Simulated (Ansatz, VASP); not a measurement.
# One calculation of KMgF3, two programs

File INCAR:

```
PREC     = Accurate       # precision mode
ENCUT    = 520            # plane-wave cutoff, eV
EDIFF    = 1E-6           # SCF threshold, eV
ISMEAR   = 0              # smearing method
SIGMA    = 0.05           # smearing width, eV
LREAL    = False          # projectors in reciprocal space
LASPH    = True           # aspherical terms in the spheres
NELM     = 100            # most SCF steps
ALGO     = Normal         # electronic algorithm
ISIF     = 2              # what is computed and relaxed
LWAVE    = False          # write WAVECAR
LCHARG   = True           # write CHGCAR
GGA      = PE             # functional
LELF     = True           # ELF
LVHAR    = True         
NBANDS   = 24             # bands
```

KPOINTS

```
regular mesh
0
Gamma
  6 6 6
```

The input POSCAR:

```
KMgF3
1.0
    4.0405081557      0.0000000000      0.0000000000
    0.0000000000      4.0405081557      0.0000000000
    0.0000000000      0.0000000000      3.8788878295
K Mg F
1 1 3
Direct
    0.5000000000      0.5000000000      0.5000000000
    0.0000000000      0.0000000000      0.0000000000
    0.5000000000      0.0000000000      0.0000000000
    0.0000000000      0.5000000000      0.0000000000
    0.0000000000      0.0000000000      0.5000000000
```

Input for Ansatz:

```yaml
crystal:
  lattice:
    - [4.0405081557, 0.0, 0.0]
    - [0.0, 4.0405081557, 0.0]
    - [0.0, 0.0, 3.8788878295]
  atoms:
    - { symbol: K, position: [0.5, 0.5, 0.5] }
    - { symbol: Mg, position: [0.0, 0.0, 0.0] }
    - { symbol: F, position: [0.5, 0.0, 0.0] }
    - { symbol: F, position: [0.0, 0.5, 0.0] }
    - { symbol: F, position: [0.0, 0.0, 0.5] }
basis:
  ecutwfc: 420
kpoints:
  mp_grid: { grid: [6, 6, 6] }
hamiltonian:
  xc: pbe
scf:
  occupations: { method: gaussian, width: 0.05 }
output:
  forces: true
  stress: true
  eigenvalues: true
```

Alike in both runs: task single point; functional PBE; k mesh 6 × 6 × 6; occupations gaussian, width 0.05 eV; no spin polarisation.

|  | VASP | Ansatz |
| --- | --- | --- |
| version | VASP 6.6.1 | Ansatz 0.2.0 |
| potentials or method | VASP PAW PBE potentials, release 64 (K_sv, Mg, F), cutoff 520 eV | scalar-relativistic, plane waves, PAW |
| valence electrons in the cell | 32 | 40 |

VASP gave:

| Quantity | Value |
| --- | --- |
| gap on the k mesh at the Fermi level (eV) | 7.29 |
| least direct gap on the mesh (eV) | 7.62 |
| pressure (GPa) | 3.6 |
| traceless stress, the component that is largest in VASP (GPa) | 3.01 |

Estimate Ansatz's values.

gap on the k mesh at the Fermi level (eV): 7.32; least direct gap on the mesh (eV): 7.65; pressure (GPa): 4.0; traceless stress, the component that is largest in VASP (GPa): 3.00.

VASP's potentials hold 32 valence electrons a cell and Ansatz's 40, so a difference there can come from the potentials and not from the codes.
